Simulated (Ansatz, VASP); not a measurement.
# InAgTe2: VASP beside Ansatz

The input POSCAR:

```
InAgTe2
1.0
   -3.2578903588      3.2578903588      6.4234145093
    3.2578903588     -3.2578903588      6.4234145093
    3.2578903588      3.2578903588     -6.4234145093
In Ag Te
2 2 4
Direct
    0.5000000000      0.5000000000      0.0000000000
    0.2500000000      0.7500000000      0.5000000000
    0.0000000000      0.0000000000      0.0000000000
    0.7500000000      0.2500000000      0.5000000000
    0.3750000000      0.3719630006      0.4969630006
    0.6280369994      0.1250000000      1.0030369994
    0.8750000000      0.8780369994      0.5030369994
    0.1219630006      0.6250000000     -0.0030369994
```

Contents of INCAR.step1:

```
SYSTEM = InAgTe2
PREC = Accurate
ENCUT = 550
ISMEAR = -1
SIGMA = 0.02
LREAL = .False.
LASPH = .True.
NELM = 120
NBANDS = 46
GGA = PE
ALGO = Normal
EDIFF = 1E-5
LWAVE = .True.
LCHARG = .False.
GGA_COMPAT = .False.
```

INCAR.step2

```
SYSTEM = InAgTe2
PREC = Accurate
ENCUT = 550
EDIFF = 1E-6
ISMEAR = -1
SIGMA = 0.02
LREAL = .False.
LASPH = .True.
NELM = 120
ALGO = Normal
ISIF = 2
LWAVE = .False.
LCHARG = .False.
METAGGA = R2SCAN
LMIXTAU = .True.
NBANDS = 46
ISTART = 1
GGA_COMPAT = .False.
```

Contents of KPOINTS:

```
Automatic mesh
0
Gamma
  4 4 4
  0 0 0
```

Input for Ansatz:

```yaml
crystal:
  lattice:
    - [-3.2578903588, 3.2578903588, 6.4234145093]
    - [3.2578903588, -3.2578903588, 6.4234145093]
    - [3.2578903588, 3.2578903588, -6.4234145093]
  atoms:
    - { symbol: In, position: [0.5, 0.5, 0.0] }
    - { symbol: In, position: [0.25, 0.75, 0.5] }
    - { symbol: Ag, position: [0.0, 0.0, 0.0] }
    - { symbol: Ag, position: [0.75, 0.25, 0.5] }
    - { symbol: Te, position: [0.375, 0.3719630006, 0.4969630006] }
    - { symbol: Te, position: [0.6280369994, 0.125, 1.0030369994] }
    - { symbol: Te, position: [0.875, 0.8780369994, 0.5030369994] }
    - { symbol: Te, position: [0.1219630006, 0.625, -0.0030369994] }
kpoints:
  mp_grid: { grid: [4, 4, 4] }
hamiltonian:
  xc: r2scan
scf:
  occupations: { method: fermi_dirac, width: 0.02 }
  n_extra_bands: 6
output:
  forces: true
  stress: true
  eigenvalues: true
```

Alike in both runs: task single point; functional r2SCAN; k mesh 4 × 4 × 4; occupations fermi-dirac, width 0.02 eV; no spin polarisation.

|  | VASP | Ansatz |
| --- | --- | --- |
| version | VASP 6.6.1 | Ansatz 0.2.0 |
| potentials or method | VASP PAW PBE potentials, release 64 (In_d, Ag, Te) | plane waves, PAW |
| plane-wave cutoff (eV) | 550 | 500 |
| valence electrons in the cell | 72 | 128 |

Ansatz gave:

* pressure (GPa): 0.0
* rms of the force components (eV/Å): 0.001

Question: Which values does VASP return?

Answer: Pressure (GPa): -0.1; rms of the force components (eV/Å): 0.007.

VASP's potentials were made for PBE, not for r2SCAN. Atom by atom the forces differ by 0.008 eV/Å (rms over components). VASP's potentials hold 72 valence electrons a cell and Ansatz's 128, so a difference there can come from the potentials and not from the codes.

Neither program's run includes spin-orbit coupling.
